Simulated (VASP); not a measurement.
Write the native input for VASP 6.6.1 that does the following.

- Task: single point
- Functional: PBEsol
- Potentials or basis: VASP PAW PBE potentials, release 64 (Cr_pv)
- Cutoff: 520 eV
- k mesh: 20 × 20 × 20
- Occupations: gaussian, width 0.1 eV
- Spin: no spin polarisation
- Dipole correction: no
- Further INCAR settings: ALGO = Normal; EDIFF = 1e-06; NBANDS = 12

The structure of Cr lies in POSCAR:

```
Cr
1.0
   -1.4070017012      1.4070017012      1.4070017012
    1.4070017012     -1.4070017012      1.4070017012
    1.4070017012      1.4070017012     -1.4070017012
Cr
1
Direct
    0.0000000000      0.0000000000      0.0000000000
```

The input as run:

INCAR

```
SYSTEM = Cr
ALGO     = Normal         ! electronic algorithm
EDIFF    = 1E-6           ! SCF threshold, eV
ENCUT    = 520            ! plane-wave cutoff, eV
GGA      = PS             ! functional
ISIF     = 2              ! what is computed and relaxed
ISMEAR   = 0              ! smearing method
LASPH    = .True.         ! aspherical terms in the spheres
LCHARG   = .False.        ! write CHGCAR
LREAL    = .False.        ! projectors in reciprocal space
LWAVE    = .False.        ! write WAVECAR
NBANDS   = 12             ! bands
NELM     = 80             ! most SCF steps
PREC     = Accurate       ! precision mode
SIGMA    = 0.1            ! smearing width, eV
```

KPOINTS

```
k-points
0
Gamma
  20 20 20
  0 0 0
```

Potentials or basis: VASP PAW PBE potentials, release 64 (Cr_pv).

Run with:

```bash
$ cat potpaw_PBE.64/Cr_pv/POTCAR > POTCAR
$ mpirun -np 1 vasp_std > vasp.out
```

Results of the run:

```yaml
Pressure: -0.5 GPa
Band_gap_on_the_k_mesh: zero (band 6 reaches 13.94 eV, above the bottom of band 7 at 10.39 eV)
```

Caveat: the PAW data sets were made with another functional, which shifts forces and pressure a little; the run has no spin polarisation, though such a crystal can be magnetic.

It took 21 s on 1 thread of AMD EPYC 7R13 Processor (Zen 3), with other jobs on the host, peak memory 0.11 GiB.
